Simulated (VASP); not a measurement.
# Be2C (Fm-3m) in VASP: a series of runs

Be2C is run at these levels: PBEsol; tasks: vibrations by perturbation theory.

Everything below comes from runs of VASP 6.6.1. Logs are shortened: lines on timing, memory, paths and dates and some standing lists are left out, and cuts for length are marked.

### Step 1. The cell of the first run

It takes space group Fm-3m (No. 225, cubic). The conventional cell has a = 4.311 Å, b = 4.311 Å, c = 4.311 Å, α = 90.00°, β = 90.00°, γ = 90.00°. Be (site symmetry -43m) has 4 C at 1.87 Å and 6 Be at 2.16 Å within 2.5 Å. Within 2.5 Å of C (site symmetry m-3m) lie 8 Be at 1.87 Å.

### Step 2. Vibrations by perturbation theory, PBEsol

INCAR reads:

```
SYSTEM = Be2C
PREC = Accurate ; ENCUT = 600
EDIFF = 1E-8 ; ISMEAR = 0
SIGMA = 0.01 ; LREAL = .False.
LASPH = .True. ; NELM = 120
ALGO = Normal ; ISIF = 2
LWAVE = .False. ; LCHARG = .False.
GGA = PS ; IBRION = 8
NSW = 1 ; GGA_COMPAT = .False.
```

KPOINTS reads:

```
Automatic mesh
0
Gamma
  8 8 8
  0 0 0
```

POSCAR reads:

```
Be2C
1.0
    0.0000000000      2.1553707030      2.1553707030
    2.1553707030      0.0000000000      2.1553707030
    2.1553707030      2.1553707030      0.0000000000
Be C
2 1
Direct
    0.2500000000      0.2500000000      0.2500000000
    0.7500000000      0.7500000000      0.7500000000
    0.0000000000      0.0000000000      0.0000000000
```

Potentials or basis: VASP PAW PBE potentials, release 64 (Be, C).

Command:

```bash
$ cat potpaw_PBE.64/Be/POTCAR potpaw_PBE.64/C/POTCAR > POTCAR
$ mpirun -np 1 vasp_std > vasp.out
```

OUTCAR:

```text
SYSTEM = Be2C
   PREC = Accurate
   ENCUT = 600
   EDIFF = 1E-8
   ISMEAR = 0
   LREAL = .False.
   LASPH = .True.
   NELM = 120
   ISIF = 2
   GGA = PS
   IBRION = 8
   NSW = 1

 ion  position               nearest neighbor table
   1  0.250  0.250  0.250-   3 1.87   3 1.87   3 1.87   3 1.87   2 2.16   2 2.16   2 2.16   2 2.16
                             2 2.16   2 2.16
   2  0.750  0.750  0.750-   3 1.87   3 1.87   3 1.87   3 1.87   1 2.16   1 2.16   1 2.16   1 2.16
                             1 2.16   1 2.16
   3  0.000  0.000  0.000-   2 1.87   2 1.87   2 1.87   1 1.87   2 1.87   1 1.87   1 1.87   1 1.87

  LATTYP: Found a face centered cubic cell.
 ALAT       =     4.3107414060

  Lattice vectors:

 A1 = (   0.0000000000,   2.1553707030,   2.1553707030)
 A2 = (   2.1553707030,   0.0000000000,   2.1553707030)
 A3 = (   2.1553707030,   2.1553707030,   0.0000000000)

Analysis of symmetry for initial positions (statically):
=====================================================================
 Subroutine PRICEL returns:
 Original cell was already a primitive cell.

 Routine SETGRP: Setting up the symmetry group for a
 face centered cubic supercell.

 Subroutine GETGRP returns: Found 48 space group operations
 (whereof 48 operations were pure point group operations)
 out of a pool of 48 trial point group operations.

The static configuration has the point symmetry O_h .

Analysis of symmetry for dynamics (positions and initial velocities):
=====================================================================
 Subroutine PRICEL returns:
 Original cell was already a primitive cell.

 Routine SETGRP: Setting up the symmetry group for a
 face centered cubic supercell.

 Subroutine GETGRP returns: Found 48 space group operations
[... 440 lines left out ...]
  energy-cutoff  :      600.00
  volume of cell :       20.03
      direct lattice vectors                 reciprocal lattice vectors
     0.000000000  2.155370703  2.155370703    -0.231978657  0.231978657  0.231978657
     2.155370703  0.000000000  2.155370703     0.231978657 -0.231978657  0.231978657
     2.155370703  2.155370703  0.000000000     0.231978657  0.231978657 -0.231978657

 POSITION                                       TOTAL-FORCE (eV/Angst)
 -----------------------------------------------------------------------------------
      1.07769      1.07769      1.07769        -0.000000     -0.000000     -0.000000
      3.23306      3.23306      3.23306         0.000000      0.000000      0.000000
      0.00000      0.00000      0.00000         0.000000      0.000000     -0.000000
 -----------------------------------------------------------------------------------
    total drift:                               -0.000000     -0.000000      0.000000

  FREE ENERGIE OF THE ION-ELECTRON SYSTEM (eV)
  ---------------------------------------------------
  free  energy   TOTEN  =       -18.4123844336 eV

  energy  without entropy=      -18.4123844336  energy(sigma->0) =      -18.41238443

[... ionic steps 2 to 9 ...]

--------------------------------------- Ionic step       10  -------------------------------------------

 Free energy of the ion-electron system (eV)
  ---------------------------------------------------
  ---------------------------------------------------
  free energy    TOTEN  =        -0.12560392 eV

  energy without entropy =       -0.12560392

------------------------ aborting loop because EDIFF is reached ----------------------------------------

 INTERNAL STRAIN TENSOR  FOR ION    3  DIRECTION 1   (eV/Angst):
 -----------------------------------------------------------------------------
    -0.02450  0.00000 -0.00000
     0.00000  0.01467  0.00000
    -0.00000  0.00000  0.01467

 INTERNAL STRAIN TENSOR FOR ION    3 for displacements in x,y,z  (eV/Angst):
          X           Y           Z          XY          YZ          ZX
  --------------------------------------------------------------------------------
  x     0.00000     0.00000     0.00000     0.00000     0.00000     0.00000
  y     0.00000     0.00000     0.00000     0.00000     0.00000     0.00000
  z     0.00000     0.00000     0.00000     0.00000     0.00000     0.00000

 SECOND DERIVATIVES (NOT SYMMETRIZED)
 ------------------------------------
               1X          1Y          1Z          2X          2Y          2Z          3X          3Y          3Z
  1X   -11.237877    0.000000    0.000000    5.516722    0.000000    0.000000    5.721155    0.000000    0.000000
  1Y     0.000000  -11.237877    0.000000    0.000000    5.516722    0.000000    0.000000    5.721155    0.000000
  1Z     0.000000    0.000000  -11.237877    0.000000    0.000000    5.516722    0.000000    0.000000    5.721155
  2X     5.516722    0.000000    0.000000  -11.237877    0.000000    0.000000    5.721155    0.000000    0.000000
  2Y     0.000000    5.516722    0.000000    0.000000  -11.237877    0.000000    0.000000    5.721155    0.000000
  2Z     0.000000    0.000000    5.516722    0.000000    0.000000  -11.237877    0.000000    0.000000    5.721155
  3X     5.719802    0.000000    0.000000    5.719802    0.000000    0.000000  -11.439604    0.000000    0.000000
  3Y     0.000000    5.719802    0.000000    0.000000    5.719802    0.000000    0.000000  -11.439604    0.000000
  3Z     0.000000    0.000000    5.719802    0.000000    0.000000    5.719802    0.000000    0.000000  -11.439604

 Eigenvectors and eigenvalues of the dynamical matrix
 ----------------------------------------------------

   1 f  =   21.314888 THz   133.925391 2PiTHz  710.988133 cm-1    88.151254 meV
             X         Y         Z           dx          dy          dz
      1.077685  1.077685  1.077685     0.677316   -0.191203   -0.068440
      3.233056  3.233056  3.233056    -0.677316    0.191203    0.068440
      0.000000  0.000000  0.000000    -0.000000    0.000000    0.000000
[... 43 lines left out ...]
   9 f/i=    0.001141 THz     0.007166 2PiTHz    0.038043 cm-1     0.004717 meV
             X         Y         Z           dx          dy          dz
      1.077685  1.077685  1.077685     0.087578   -0.475261   -0.257859
      3.233056  3.233056  3.233056     0.087578   -0.475261   -0.257859
      0.000000  0.000000  0.000000     0.101112   -0.548705   -0.297707

--------------------------------------------------------------------------------------------------------

 ELASTIC MODULI CONTR FROM IONIC RELAXATION (kBar)
 Direction    XX          YY          ZZ          XY          YZ          ZX
 --------------------------------------------------------------------------------
 XX          -0.0000     -0.0000     -0.0000     -0.0000     -0.0000      0.0000
 YY          -0.0000     -0.0000     -0.0000     -0.0000     -0.0000      0.0000
 ZZ          -0.0000     -0.0000     -0.0000     -0.0000     -0.0000      0.0000
 XY          -0.0000     -0.0000     -0.0000    -22.7651     -0.0000      0.0000
 YZ          -0.0000     -0.0000     -0.0000     -0.0000    -22.7651      0.0000
 ZX           0.0000      0.0000      0.0000      0.0000      0.0000    -22.7651
 --------------------------------------------------------------------------------
```

stdout:

```text
POSCAR found type information on POSCAR BeC
 POSCAR found :  2 types and       3 ions
 scaLAPACK will be used
 -----------------------------------------------------------------------------
|                                                                             |
|                                                                             |
|     You enforced a specific xc type in the INCAR file but a different       |
|     I HOPE YOU KNOW WHAT YOU ARE DOING!                                     |
|                                                                             |
 -----------------------------------------------------------------------------

 LDA part: xc-table for (Slater+PW92), standard interpolation
 POSCAR, INCAR and KPOINTS ok, starting setup
 FFT: planning ... GRIDC
 FFT: planning ... GRID_SOFT
 FFT: planning ... GRID
 WAVECAR not read
 entering main loop
 Linear response reoptimize wavefunctions to high precision
 Linear response DOF=           2
 Linear response progress:
 first order change of Fermi-energy  -0.55936E-04
 force on displaced ion       1 direction 1 : -11.238   0.000   0.000
 Linear response progress:
 first order change of Fermi-energy   0.10804E-02
 force on displaced ion       3 direction 1 : -11.440   0.000   0.000
 Linear response finished
```

It took 59 s on 1 thread of Intel Xeon Platinum 8488C (Sapphire Rapids), shared host; peak memory 0.17 GiB.

What came out:

```yaml
Highest_phonon_frequency_at_Γ_LO-TO_splitting_left_out: 711 cm⁻¹
```

Phonon frequencies in cm⁻¹ (negative: imaginary):
| q point | frequencies |
| --- | --- |
| (0.000, 0.000, 0.000) | 0 0 0 657 657 657 711 711 711 |

### Step 3. Vibrations by perturbation theory, PBEsol

INCAR reads:

```
SYSTEM = Be2C
PREC = Accurate ; ENCUT = 600
EDIFF = 1E-8 ; ISMEAR = 0
SIGMA = 0.01 ; LREAL = .FALSE.
LASPH = .TRUE. ; NELM = 120
ALGO = Normal ; ISIF = 2
LWAVE = .FALSE. ; LCHARG = .FALSE.
GGA = PS ; IBRION = 8
NSW = 1 ; LEPSILON = .TRUE.
GGA_COMPAT = .FALSE.
```

KPOINTS reads:

```
regular mesh
0
G
  8 8 8
  0 0 0
```

POSCAR is that of step 2.

Potentials or basis: VASP PAW PBE potentials, release 64 (Be, C).

Command:

```bash
$ cat potpaw_PBE.64/Be/POTCAR potpaw_PBE.64/C/POTCAR > POTCAR
$ mpirun -np 1 vasp_std > vasp.out
```

OUTCAR:

```text
SYSTEM = Be2C
   PREC = Accurate
   ENCUT = 600
   EDIFF = 1E-8
   ISMEAR = 0
   LREAL = .FALSE.
   LASPH = .TRUE.
   NELM = 120
   ISIF = 2
   GGA = PS
   IBRION = 8
   NSW = 1
   LEPSILON = .TRUE.

 ion  position               nearest neighbor table
   1  0.250  0.250  0.250-   3 1.87   3 1.87   3 1.87   3 1.87   2 2.16   2 2.16   2 2.16   2 2.16
                             2 2.16   2 2.16
   2  0.750  0.750  0.750-   3 1.87   3 1.87   3 1.87   3 1.87   1 2.16   1 2.16   1 2.16   1 2.16
                             1 2.16   1 2.16
   3  0.000  0.000  0.000-   2 1.87   2 1.87   2 1.87   1 1.87   2 1.87   1 1.87   1 1.87   1 1.87

  LATTYP: Found a face centered cubic cell.
 ALAT       =     4.3107414060

  Lattice vectors:

 A1 = (   0.0000000000,   2.1553707030,   2.1553707030)
[... 582 lines left out ...]
  2Y     0.000000    5.516722    0.000000    0.000000  -11.237877    0.000000    0.000000    5.721155    0.000000
  2Z     0.000000    0.000000    5.516722    0.000000    0.000000  -11.237877    0.000000    0.000000    5.721155
  3X     5.719802    0.000000    0.000000    5.719802    0.000000    0.000000  -11.439605    0.000000    0.000000
  3Y     0.000000    5.719802    0.000000    0.000000    5.719802    0.000000    0.000000  -11.439605    0.000000
  3Z     0.000000    0.000000    5.719802    0.000000    0.000000    5.719802    0.000000    0.000000  -11.439605

 Eigenvectors and eigenvalues of the dynamical matrix
 ----------------------------------------------------

   1 f  =   21.314888 THz   133.925391 2PiTHz  710.988133 cm-1    88.151254 meV
             X         Y         Z           dx          dy          dz
      1.077685  1.077685  1.077685     0.561022   -0.430412    0.000000
      3.233056  3.233056  3.233056    -0.561022    0.430412   -0.000000
      0.000000  0.000000  0.000000    -0.000000    0.000000    0.000000
[... 43 lines left out ...]
   9 f/i=    0.001140 THz     0.007166 2PiTHz    0.038041 cm-1     0.004716 meV
             X         Y         Z           dx          dy          dz
      1.077685  1.077685  1.077685    -0.540051    0.091539    0.000000
      3.233056  3.233056  3.233056    -0.540051    0.091539   -0.000000
      0.000000  0.000000  0.000000    -0.623507    0.105685    0.000000

--------------------------------------------------------------------------------------------------------

 MACROSCOPIC STATIC DIELECTRIC TENSOR IONIC CONTRIBUTION
 ------------------------------------------------------
           7.407095    -0.000000    -0.000000
          -0.000000     7.407095    -0.000000
          -0.000000    -0.000000     7.407095
 ------------------------------------------------------

 ELASTIC MODULI CONTR FROM IONIC RELAXATION (kBar)
 Direction    XX          YY          ZZ          XY          YZ          ZX
 --------------------------------------------------------------------------------
 XX          -0.0000      0.0000     -0.0000     -0.0000     -0.0000      0.0000
 YY           0.0000     -0.0000      0.0000      0.0000      0.0000     -0.0000
 ZZ          -0.0000      0.0000     -0.0000     -0.0000     -0.0000      0.0000
 XY          -0.0000      0.0000     -0.0000    -22.7651     -0.0000      0.0000
 YZ          -0.0000      0.0000     -0.0000     -0.0000    -22.7651      0.0000
 ZX           0.0000     -0.0000      0.0000      0.0000      0.0000    -22.7651
 --------------------------------------------------------------------------------

 PIEZOELECTRIC TENSOR IONIC CONTR  for field in x, y, z        (C/m^2)
          XX          YY          ZZ          XY          YZ          ZX
  --------------------------------------------------------------------------------
  x     0.00000    -0.00000    -0.00000    -0.00000     0.00000    -0.00000
  y    -0.00000    -0.00000    -0.00000    -0.00000    -0.00000    -0.00000
  z     0.00000    -0.00000     0.00000     0.00000     0.00000    -0.00000
```

It took 1.9 min on 1 thread of Intel Xeon Platinum 8488C (Sapphire Rapids), shared host; peak memory 0.19 GiB.

Results:

```yaml
Electronic_dielectric_tensor_diagonal: 7.06
Born_charges_mean_of_the_diagonal: Be +1.53; C -3.06 e
Highest_phonon_frequency_at_Γ_LO-TO_splitting_left_out: 711 cm⁻¹
```

Phonon frequencies in cm⁻¹ (negative: imaginary):
| q point | frequencies |
| --- | --- |
| (0.000, 0.000, 0.000) | 0 0 0 657 657 657 711 711 711 |

Electronic dielectric tensor:
```
7.06 0.00 0.00
0.00 7.06 0.00
0.00 0.00 7.06
```

Born effective charge tensors (e):
atom 1, Be
```
1.53 0.00 0.00
0.00 1.53 0.00
0.00 0.00 1.53
```
atom 2, Be
```
1.53 0.00 0.00
0.00 1.53 0.00
0.00 0.00 1.53
```
atom 3, C
```
-3.06  0.00  0.00
 0.00 -3.06  0.00
 0.00  0.00 -3.06
```

### Step 4. Vibrations by perturbation theory, PBEsol

INCAR reads:

```
PREC = Accurate
ENCUT = 600
EDIFF = 1E-8
ISMEAR = 0
SIGMA = 0.01
LREAL = F
LASPH = T
NELM = 120
ALGO = Normal
ISIF = 2
LWAVE = F
LCHARG = F
GGA = PS
IBRION = 8
NSW = 1
GGA_COMPAT = F
```

KPOINTS reads:

```
Automatic mesh
0
Gamma
  8 8 8
```

POSCAR is that of step 3.

Potentials or basis: VASP PAW PBE potentials, release 64 (Be, C).

Command:

```bash
$ cat potpaw_PBE.64/Be/POTCAR potpaw_PBE.64/C/POTCAR > POTCAR
$ mpirun -np 1 vasp_std > vasp.out
```

OUTCAR:

```text
PREC = Accurate
   ENCUT = 600
   EDIFF = 1E-8
   ISMEAR = 0
   LREAL = F
   LASPH = T
   NELM = 120
   ISIF = 2
   GGA = PS
   IBRION = 8
   NSW = 1

 ion  position               nearest neighbor table
   1  0.250  0.250  0.250-   3 1.87   3 1.87   3 1.87   3 1.87   2 2.16   2 2.16   2 2.16   2 2.16
                             2 2.16   2 2.16
   2  0.750  0.750  0.750-   3 1.87   3 1.87   3 1.87   3 1.87   1 2.16   1 2.16   1 2.16   1 2.16
                             1 2.16   1 2.16
   3  0.000  0.000  0.000-   2 1.87   2 1.87   2 1.87   1 1.87   2 1.87   1 1.87   1 1.87   1 1.87

  LATTYP: Found a face centered cubic cell.
 ALAT       =     4.3107414060

  Lattice vectors:

 A1 = (   0.0000000000,   2.1553707030,   2.1553707030)
 A2 = (   2.1553707030,   0.0000000000,   2.1553707030)
[... 508 lines left out ...]
  x     0.00000     0.00000     0.00000     0.00000     0.00000     0.00000
  y     0.00000     0.00000     0.00000     0.00000     0.00000     0.00000
  z     0.00000     0.00000     0.00000     0.00000     0.00000     0.00000

 SECOND DERIVATIVES (NOT SYMMETRIZED)
 ------------------------------------
               1X          1Y          1Z          2X          2Y          2Z          3X          3Y          3Z
  1X   -11.237877    0.000000    0.000000    5.516722    0.000000    0.000000    5.721155    0.000000    0.000000
  1Y     0.000000  -11.237877    0.000000    0.000000    5.516722    0.000000    0.000000    5.721155    0.000000
  1Z     0.000000    0.000000  -11.237877    0.000000    0.000000    5.516722    0.000000    0.000000    5.721155
  2X     5.516722    0.000000    0.000000  -11.237877    0.000000    0.000000    5.721155    0.000000    0.000000
  2Y     0.000000    5.516722    0.000000    0.000000  -11.237877    0.000000    0.000000    5.721155    0.000000
  2Z     0.000000    0.000000    5.516722    0.000000    0.000000  -11.237877    0.000000    0.000000    5.721155
  3X     5.719802    0.000000    0.000000    5.719802    0.000000    0.000000  -11.439604    0.000000    0.000000
  3Y     0.000000    5.719802    0.000000    0.000000    5.719802    0.000000    0.000000  -11.439604    0.000000
  3Z     0.000000    0.000000    5.719802    0.000000    0.000000    5.719802    0.000000    0.000000  -11.439604

 Eigenvectors and eigenvalues of the dynamical matrix
 ----------------------------------------------------

   1 f  =   21.314888 THz   133.925391 2PiTHz  710.988133 cm-1    88.151254 meV
             X         Y         Z           dx          dy          dz
      1.077685  1.077685  1.077685     0.677316   -0.191203   -0.068440
      3.233056  3.233056  3.233056    -0.677316    0.191203    0.068440
      0.000000  0.000000  0.000000    -0.000000    0.000000    0.000000
[... 43 lines left out ...]
   9 f/i=    0.001141 THz     0.007166 2PiTHz    0.038043 cm-1     0.004717 meV
             X         Y         Z           dx          dy          dz
      1.077685  1.077685  1.077685     0.087578   -0.475261   -0.257859
      3.233056  3.233056  3.233056     0.087578   -0.475261   -0.257859
      0.000000  0.000000  0.000000     0.101112   -0.548705   -0.297707

--------------------------------------------------------------------------------------------------------

 ELASTIC MODULI CONTR FROM IONIC RELAXATION (kBar)
 Direction    XX          YY          ZZ          XY          YZ          ZX
 --------------------------------------------------------------------------------
 XX          -0.0000     -0.0000     -0.0000     -0.0000     -0.0000      0.0000
 YY          -0.0000     -0.0000     -0.0000     -0.0000     -0.0000      0.0000
 ZZ          -0.0000     -0.0000     -0.0000     -0.0000     -0.0000      0.0000
 XY          -0.0000     -0.0000     -0.0000    -22.7651     -0.0000      0.0000
 YZ          -0.0000     -0.0000     -0.0000     -0.0000    -22.7651      0.0000
 ZX           0.0000      0.0000      0.0000      0.0000      0.0000    -22.7651
 --------------------------------------------------------------------------------
```

OSZICAR:

```text
N       E                     dE             d eps       ncg     rms          rms(c)
DAV:   1     0.633722285511E+01    0.63372E+01   -0.42153E+03   464   0.101E+03
DAV:   2    -0.190275622407E+02   -0.25365E+02   -0.23767E+02   736   0.141E+02
DAV:   3    -0.194658887487E+02   -0.43833E+00   -0.43833E+00   568   0.180E+01
DAV:   4    -0.194677139543E+02   -0.18252E-02   -0.18252E-02   704   0.126E+00
DAV:   5    -0.194677153589E+02   -0.14046E-05   -0.14046E-05   584   0.243E-02    0.527E+00
[... 36 lines left out ...]
RMM:   7    -0.125603298408E+00    0.43384E-05    0.81135E-09  1600   0.685E-04    0.130E-04
RMM:   8    -0.125603997301E+00   -0.69889E-06   -0.11470E-09  1536   0.228E-04    0.136E-05
RMM:   9    -0.125603953308E+00    0.43993E-07    0.35027E-10  1658   0.381E-05    0.394E-06
RMM:  10    -0.125603923624E+00    0.29683E-07    0.15938E-10  1538   0.687E-06    0.123E-06
RMM:  11    -0.125603922345E+00    0.12792E-08   -0.91562E-11  1183   0.156E-06    0.218E-07
 Linear response finished
```

Run time: 57 s. Hardware: 1 thread of Intel Xeon Platinum 8488C (Sapphire Rapids), shared host; peak memory 0.17 GiB.

What came out:

```yaml
Highest_phonon_frequency_at_Γ_LO-TO_splitting_left_out: 711 cm⁻¹
```

Phonon frequencies in cm⁻¹ (negative: imaginary):
| q point | frequencies |
| --- | --- |
| (0.000, 0.000, 0.000) | 0 0 0 657 657 657 711 711 711 |

(Part 1 of 2 ends here.)
